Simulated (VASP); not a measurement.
Wanted: the native input for a VASP 6.6.1 run.

| Property | Result |
| --- | --- |
| Task | relaxation of cell and atoms |
| Functional | PBE |
| Potentials or basis | VASP PAW PBE potentials, release 64 (B, As) |
| Cutoff | 500 eV |
| k mesh | 5 × 5 × 2 |
| Occupations | gaussian, width 0.2 eV |
| Spin | no spin polarisation |
| Dipole correction | no |
| Further INCAR settings | ALGO = Normal; EDIFF = 1e-07; IBRION = 2; EDIFFG = -0.08; NSW = 36; ISIF = 3 |

The structure of B5As2 lies in POSCAR:

```
B5As2
1.0
    3.8129640600      0.0000000000      0.0000000000
   -1.9064820300      3.3021237400      0.0000000000
    0.0000000000      0.0000000000      7.9055125800
B As
5 2
Direct
    0.5000000000      0.0000000000      0.5000000000
    0.0000000000      0.5000000000      0.5000000000
    0.5000000000      0.5000000000      0.5000000000
    0.0000000000      0.0000000000      0.0000000000
    0.0000000000      0.0000000000      0.5000000000
    0.0000000000      0.0000000000      0.7736684000
    0.0000000000      0.0000000000      0.2263316000
```

The cell was built from a structure type or drawn by symmetry, and may not be a known phase.

These files were run (other wordings do the same):

INCAR

```
PREC = Accurate
ENCUT = 500
EDIFF = 1E-7
ISMEAR = 0
SIGMA = 0.2
LREAL = False
LASPH = True
NELM = 120
ALGO = Normal
ISIF = 3
LWAVE = False
LCHARG = False
GGA = PE
IBRION = 2
NSW = 36
EDIFFG = -0.08
GGA_COMPAT = False
NELMIN = 4
```

KPOINTS

```
regular mesh
0
Gamma
  5 5 2
```

Potentials or basis: VASP PAW PBE potentials, release 64 (B, As).

Launch:

```sh
$ cat potpaw_PBE.64/B/POTCAR potpaw_PBE.64/As/POTCAR > POTCAR
$ mpirun -np 1 vasp_std > vasp.out
```

Results of the run:

```json
{
  "Relaxed volume": "15.46 Å³/atom",
  "Relaxed cell": "a = 3.403 Å, b = 3.403 Å, c = 10.794 Å, α = 90.00°, β = 90.00°, γ = 120.00°",
  "Space group after relaxing (to 0.1 Å)": "P6/mmm (No. 191)",
  "Energy gained by relaxing": "530.3 meV/atom",
  "Ionic steps": "16",
  "Pressure after relaxing": "-0.1 GPa",
  "Largest force after relaxing": "0.023 eV/Å"
}
```

Caveat: the k points lie up to 0.43 Å⁻¹ apart in the final cell; the highest band is partly filled, so the run has too few bands; a cell axis changed by over 15 % at a fixed basis, so the end point is rough; this functional lacks dispersion, which binds the layers, so the pressure and a relaxed spacing across them are unreliable.

Run time: 6.3 min on 1 thread of Intel Xeon 8259CL, on a shared host, peak memory 0.21 GiB.
